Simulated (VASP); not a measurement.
# Ti (Fm-3m) in VASP: notebook

The runs below take Ti through relaxation of cell and atoms, with PBEsol.

Program: VASP 6.6.1. These are calculated values, not measurements. Logs are shortened: lines on timing, memory, paths and dates and some standing lists are left out, and cuts for length are marked.

### Step 1. The cell of the first run

The structure is cubic, space group Fm-3m (No. 225). Conventional cell: a = 4.130 Å, b = 4.130 Å, c = 4.130 Å, α = 90.00°, β = 90.00°, γ = 90.00°. Within 3.8 Å of Ti (site symmetry m-3m) lie 12 Ti at 2.92 Å.

This isn't the form of Ti at room conditions, which is hcp.

### Step 2. Relaxation of cell and atoms, PBEsol, target pressure 15 GPa, at which the enthalpy is minimised

Input file INCAR:

```
PREC = Accurate
ENCUT = 500
EDIFF = 1E-7
ISMEAR = -1
SIGMA = 0.1
LREAL = F
LASPH = T
NELM = 120
ALGO = Normal
ISIF = 3
LWAVE = F
LCHARG = F
GGA = PS
IBRION = 2
NSW = 60
EDIFFG = -0.02
PSTRESS = 150.0
GGA_COMPAT = F
NELMIN = 4
```

Input file KPOINTS:

```
Automatic mesh
0
Gamma
  10 10 10
```

Input file POSCAR:

```
Ti
1.0
    0.0000000000      2.0650000000      2.0650000000
    2.0650000000      0.0000000000      2.0650000000
    2.0650000000      2.0650000000      0.0000000000
Ti
1
Direct
    0.0000000000      0.0000000000      0.0000000000
```

Potentials or basis: VASP PAW PBE potentials, release 64 (Ti_sv).

Run with:

```bash
cat potpaw_PBE.64/Ti_sv/POTCAR > POTCAR
mpirun -np 1 vasp_std > vasp.out
```

OUTCAR:

```text
PREC = Accurate
   ENCUT = 500
   EDIFF = 1E-7
   ISMEAR = -1
   LREAL = F
   LASPH = T
   NELM = 120
   ISIF = 3
   GGA = PS
   IBRION = 2
   NSW = 60
   EDIFFG = -0.02
   PSTRESS = 150.0
   NELMIN = 4

 ion  position               nearest neighbor table
   1  0.000  0.000  0.000-

  LATTYP: Found a face centered cubic cell.
 ALAT       =     4.1300000000

  Lattice vectors:

 A1 = (   0.0000000000,   2.0650000000,   2.0650000000)
 A2 = (   2.0650000000,   0.0000000000,   2.0650000000)
 A3 = (   2.0650000000,   2.0650000000,   0.0000000000)

Analysis of symmetry for initial positions (statically):
=====================================================================
 Subroutine PRICEL returns:
 Original cell was already a primitive cell.

 Routine SETGRP: Setting up the symmetry group for a
 face centered cubic supercell.

 Subroutine GETGRP returns: Found 48 space group operations
 (whereof 48 operations were pure point group operations)
 out of a pool of 48 trial point group operations.

The static configuration has the point symmetry O_h .

Analysis of symmetry for dynamics (positions and initial velocities):
=====================================================================
 Subroutine PRICEL returns:
 Original cell was already a primitive cell.

 Routine SETGRP: Setting up the symmetry group for a
 face centered cubic supercell.

 Subroutine GETGRP returns: Found 48 space group operations
 (whereof 48 operations were pure point group operations)
 out of a pool of 48 trial point group operations.

The dynamic configuration has the point symmetry O_h .

 Subroutine INISYM returns: Found 48 space group operations
 (whereof 48 operations are pure point group operations),
 and found     1 'primitive' translations

----------------------------------------------------------------------------------------

                                     Primitive cell

  volume of cell :      17.6112

  direct lattice vectors                    reciprocal lattice vectors
     0.000000000  2.065000000  2.065000000    -0.242130751  0.242130751  0.242130751
     2.065000000  0.000000000  2.065000000     0.242130751 -0.242130751  0.242130751
     2.065000000  2.065000000  0.000000000     0.242130751  0.242130751 -0.242130751

  length of vectors
     2.920351006  2.920351006  2.920351006     0.419382762  0.419382762  0.419382762

  position of ions in fractional coordinates (direct lattice)
     0.000000000  0.000000000  0.000000000

  ion indices of the primitive-cell ions
   primitive index   ion index
                 1           1

----------------------------------------------------------------------------------------

 KPOINTS: Automatic mesh

Automatic generation of k-mesh.
 Grid dimensions read from file:
 generate k-points for:   10   10   10

 Generating k-lattice:

  Cartesian coordinates                     Fractional coordinates (reciprocal lattice)
    -0.024213075  0.024213075  0.024213075     0.100000000  0.000000000  0.000000000
     0.024213075 -0.024213075  0.024213075     0.000000000  0.100000000  0.000000000
     0.024213075  0.024213075 -0.024213075     0.000000000  0.000000000  0.100000000

  Length of vectors
     0.041938276  0.041938276  0.041938276

  Shift w.r.t. Gamma in fractional coordinates (k-lattice)
     0.000000000  0.000000000  0.000000000

 Subroutine IBZKPT returns following result:
 ===========================================

 Found     47 irreducible k-points:

 Following reciprocal coordinates:
            Coordinates               Weight
  0.000000  0.000000  0.000000      1.000000
  0.100000  0.000000  0.000000      8.000000
  0.200000  0.000000  0.000000      8.000000
  0.300000  0.000000  0.000000      8.000000
  0.400000  0.000000  0.000000      8.000000
  0.500000  0.000000  0.000000      4.000000
[... 16 lines left out ...]
  0.300000  0.300000  0.000000      6.000000
  0.400000  0.300000  0.000000     24.000000
 [... further k-points ...]
   k-points           NKPTS =     47   k-points in BZ     NKDIM =     47   number of bands    NBANDS=     10
   number of dos      NEDOS =    301   number of ions     NIONS =      1
   total plane-waves  NPLWV =  13824
   dimension x,y,z NGX =    24 NGY =   24 NGZ =   24
   dimension x,y,z NGXF=    48 NGYF=   48 NGZF=   48
   ions per type =               1
   NGX,Y,Z   is equivalent  to a cutoff of  13.66, 13.66, 13.66 a.u.
   NGXF,Y,Z  is equivalent  to a cutoff of  27.32, 27.32, 27.32 a.u.
 SYSTEM =  unknown system
   PREC   = accura    normal or accurate (medium, high low for compatibility)
   ISTART =      0    job   : 0-new  1-cont  2-samecut
   ICHARG =      2    charge: 1-file 2-atom 10-const
   ISPIN  =      1    spin polarized calculation?
   LNONCOLLINEAR =      F non collinear calculations
   LSORBIT =      F    spin-orbit coupling
   LASPH  =      T    aspherical Exc in radial PAW
   ENCUT  =  500.0 eV  36.75 Ry    6.06 a.u.   5.32  5.32  5.32*2*pi/ulx,y,z
   NELM   =    120;   NELMIN=  4; NELMDL= -5     # of ELM steps
   EDIFF  = 0.1E-06   stopping-criterion for ELM
   LREAL  =      F    real-space projection
   EDIFFG = -.2E-01   stopping-criterion for IOM
   NSW    =     60    number of steps for IOM
   IBRION =      2    ionic relax: 0-MD 1-quasi-New 2-CG
   NFREE  =      1    steps in history (QN), initial steepest desc. (CG)
   ISIF   =      3    stress and relaxation
   ISYM   =      2    0-nonsym 1-usesym 2-fastsym
   POTIM  = 0.5000    time-step for ionic-motion
   TEBEG  =    0.0;   TEEND  =   0.0 temperature during run
   PSTRESS=  150.0 pullay stress
   NELECT =      12.0000    total number of electrons
   NUPDOWN=      -1.0000    fix difference up-down
   EMIN   =  10.00;   EMAX   =-10.00  energy-range for DOS
   EFERMI =   0.00;   METHOD = LEGACY
   ISMEAR =    -1;   SIGMA  =   0.10  broadening in eV -4-tet -1-fermi 0-gaus
   EFERMI_NEDOS =   21; number of points for ismear=-14 and -15
   IALGO  =     38    algorithm
   IMIX   =      4    mixing-type and parameters
     AMIX     =   0.40;   BMIX     =  1.00
     AMIX_MAG =   1.60;   BMIX_MAG =  1.00
  volume/ion in A,a.u.               =      17.61       118.85
  Fermi-wavevector in a.u.,A,eV,Ry     =   1.440584  2.722309 28.235921  2.075282
  Thomas-Fermi vector in A             =   2.559312
   LORBIT       =      0    0 simple, 1 ext, 2 COOP (PROOUT), +10 PAW based schemes
   GGA     = PS    functional components
   LHFCALC =     F    Hartree Fock is set to
   AEXX    =    0.0000 exact exchange contribution
   IVDW    =     0    specifies the selected vdW correction
   LEPSILON=     F    determine dielectric tensor
   LRPA    =     F    only Hartree local field effects (RPA)
 conjugate gradient relaxation of ions
 non-spin polarized calculation
  energy-cutoff  :      500.00
  volume of cell :       17.61
 maximum number of plane-waves:       459
 NGX is ok and might be reduce to    24
   NGX = 11   NGY = 11   NGZ = 11

--------------------------------------- Ionic step        1  -------------------------------------------

 number of electron      12.0000000 magnetization

 Free energy of the ion-electron system (eV)
  ---------------------------------------------------
  ext. energy  EPLUGINS =         0.00000000
  ---------------------------------------------------
  free energy    TOTEN  =        -8.29337947 eV

  energy without entropy =       -8.23458863  energy(sigma->0) =       -8.26398405

------------------------ aborting loop because EDIFF is reached ----------------------------------------

  FORCE on cell =-STRESS in cart. coord.  units (eV):
  Direction    XX          YY          ZZ          XY          YZ          ZX
  --------------------------------------------------------------------------------------
  -------------------------------------------------------------------------------------
  Total       -0.6204429     -0.6204429     -0.6204429      0.0000000     -0.0000000      0.0000000
  in kB      -56.4445753    -56.4445753    -56.4445753      0.0000000     -0.0000000      0.0000000
  external PRESSURE =    -206.4445753 kB  Pullay stress =     150.0000000 kB

 VOLUME and BASIS-vectors are now :
 -----------------------------------------------------------------------------
  energy-cutoff  :      500.00
  volume of cell :       17.61
      direct lattice vectors                 reciprocal lattice vectors
     0.000000000  2.065000000  2.065000000    -0.242130751  0.242130751  0.242130751
     2.065000000  0.000000000  2.065000000     0.242130751 -0.242130751  0.242130751
     2.065000000  2.065000000  0.000000000     0.242130751  0.242130751 -0.242130751
[... 7 lines left out ...]
  FREE ENERGIE OF THE ION-ELECTRON SYSTEM (eV)
  ---------------------------------------------------
  free  energy   TOTEN  =        -8.2933794731 eV

  energy  without entropy=       -8.2345886256  energy(sigma->0) =       -8.26398405

  enthalpy is  TOTEN    =        -6.6445686092 eV   P V=        1.6488108638

--------------------------------------- Ionic step        2  -------------------------------------------

 number of electron      12.0000001 magnetization

 E-fermi :  12.1551     XC(G=0): -13.3295

 val. band max:       12.0724979121   @ k =  -0.3000   0.3000   0.1000
 cond. band min:      12.1861669670   @ k =  -0.3000   0.1000   0.0000
 fundamental gap:      0.1136690550
 Fermi energy:        12.1551293226

 k-point     1 :       0.0000    0.0000    0.0000
  band No.  band energies     occupation
      1     -43.9914      2.00000
      2     -19.2446      2.00000
      3     -19.2446      2.00000
      4     -19.2446      2.00000
      5       5.4927      2.00000
      6      13.1125      0.00014
      7      13.1125      0.00014
      8      13.1125      0.00014
      9      15.6541      0.00000
     10      15.6541      0.00000

 k-point     2 :       0.1000    0.0000    0.0000
  band No.  band energies     occupation
      1     -43.9497      2.00000
      2     -19.4377      2.00000
      3     -19.2665      2.00000
      4     -19.2665      2.00000
      5       5.9415      2.00000
      6      12.8196      0.00260
      7      13.2813      0.00003
      8      13.2813      0.00003
      9      15.5339      0.00000
     10      15.5339      0.00000
[... 351 lines left out ...]
  FREE ENERGIE OF THE ION-ELECTRON SYSTEM (eV)
  ---------------------------------------------------
  free  energy   TOTEN  =        -8.2441242632 eV

  energy  without entropy=       -8.1970182471  energy(sigma->0) =       -8.22057126

  enthalpy is  TOTEN    =        -6.8365294360 eV   P V=        1.4075948271

--------------------------------------- Ionic step        4  -------------------------------------------

 number of electron      12.0000002 magnetization

 Free energy of the ion-electron system (eV)
  ---------------------------------------------------
  ext. energy  EPLUGINS =         0.00000000
  ---------------------------------------------------
  free energy    TOTEN  =        -8.23641773 eV

  energy without entropy =       -8.18966955  energy(sigma->0) =       -8.21304364

 E-fermi :   9.7827     XC(G=0): -12.3711

 val. band max:        9.7102320399   @ k =  -0.2000   0.1000   0.0000
 cond. band min:       9.7889447128   @ k =   0.3000   0.0000   0.0000
 fundamental gap:      0.0787126728
 Fermi energy:         9.7826959600

 k-point     1 :       0.0000    0.0000    0.0000
  band No.  band energies     occupation
      1     -46.4671      2.00000
      2     -22.1954      2.00000
      3     -22.1954      2.00000
      4     -22.1954      2.00000
      5       3.3614      2.00000
      6      10.7347      0.00015
      7      10.7347      0.00015
      8      10.7347      0.00015
      9      12.7288      0.00000
     10      12.7288      0.00000

 k-point     2 :       0.1000    0.0000    0.0000
  band No.  band energies     occupation
      1     -46.4458      2.00000
      2     -22.3049      2.00000
      3     -22.2085      2.00000
      4     -22.2085      2.00000
      5       3.7321      2.00000
      6      10.5000      0.00153
      7      10.8684      0.00004
      8      10.8684      0.00004
      9      12.6416      0.00000
     10      12.6416      0.00000
[... 308 lines left out ...]
 POSITION                                       TOTAL-FORCE (eV/Angst)
 -----------------------------------------------------------------------------------
     -0.00000      1.95522      1.95522        -0.000000     -0.000000     -0.000000
 -----------------------------------------------------------------------------------
    total drift:                               -0.000000     -0.000000      0.000000

  FREE ENERGIE OF THE ION-ELECTRON SYSTEM (eV)
  ---------------------------------------------------
  free  energy   TOTEN  =        -8.2364177299 eV

  energy  without entropy=       -8.1896695466  energy(sigma->0) =       -8.21304364

  enthalpy is  TOTEN    =        -6.8368296848 eV   P V=        1.3995880451

 reached required accuracy - stopping structural energy minimisation
```

Run time: 23 s. Hardware: 1 thread of Intel Xeon Platinum 8488C (Sapphire Rapids), shared host; peak memory 0.15 GiB.

What came out:

```yaml
Free_energy: -8.2364 eV
Relaxed_volume: 14.95 Å³/atom
Relaxed_cell: a = 2.765 Å, b = 2.765 Å, c = 2.765 Å, α = 60.00°, β = 60.00°, γ = 60.00°
Space_group_after_relaxing_to_0.1_Å: Fm-3m (No. 225)
Energy_change_on_relaxing_the_run_minimises_the_enthalpy: +57.0 meV/atom
Ionic_steps: 4
Pressure_after_relaxing: 14.9 GPa
Band_gap_on_the_k_mesh: zero (bands 6 and 7 overlap by 1.24 eV)
```

The path:
| step | energy change (eV) | largest force (eV/Å) | pressure (GPa) | volume (Å³) |
| --- | --- | --- | --- | --- |
| 1 | 0.0000 | 0.0000 | -5.64 | 17.61 |
| 2 | 0.5580 | 0.0000 | 53.27 | 12.44 |
| 3 | 0.0493 | 0.0000 | 13.99 | 15.03 |
| 4 | 0.0570 | 0.0000 | 14.89 | 14.95 |

Final structure:
```xyz
1
Lattice="0.0000 1.9552 1.9552 1.9552 0.0000 1.9552 1.9552 1.9552 0.0000" Properties=species:S:1:pos:R:3 pbc="T T T"
Ti    0.0000    1.9552    1.9552
```

Caveat: the cell is relaxed towards a set pressure, so the run minimises the enthalpy, not the energy; the volume moved by over 15 % at a fixed basis, so the end points are rough; the PAW data sets were made with another functional, which shifts forces and pressure a little.

(Continued in part 2 of 2.)
